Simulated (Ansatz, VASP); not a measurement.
# One calculation of SnSe, two programs

```xyz
2
Lattice="0.0000 3.0100 3.0100 3.0100 0.0000 3.0100 3.0100 3.0100 0.0000" Properties=species:S:1:pos:R:3 pbc="T T T"
Sn    0.0000    0.0000    0.0000
Se    3.0100    3.0100    3.0100
```

Alike in both runs: task relaxation of cell and atoms; functional revPBE; k mesh 8 × 8 × 8; occupations fermi-dirac, width 0.05 eV; no spin polarisation.

|  | VASP | Ansatz |
| --- | --- | --- |
| version | VASP 6.6.1 | Ansatz 0.2.0 |
| potentials or method | VASP PAW PBE potentials, release 64 (Sn_d, Se), cutoff 600 eV | all-electron LAPW, scalar-relativistic |

```csv
,VASP,Ansatz,Ansatz less VASP
relaxed volume (Å³/atom),28.46,28.49,+0.026
relaxed cell length with the largest relative difference (Å),4.318,4.319,+0.0013
```

VASP's potentials were made for PBE, not for revPBE. Ansatz ran all-electron here, and VASP with PAW potentials.
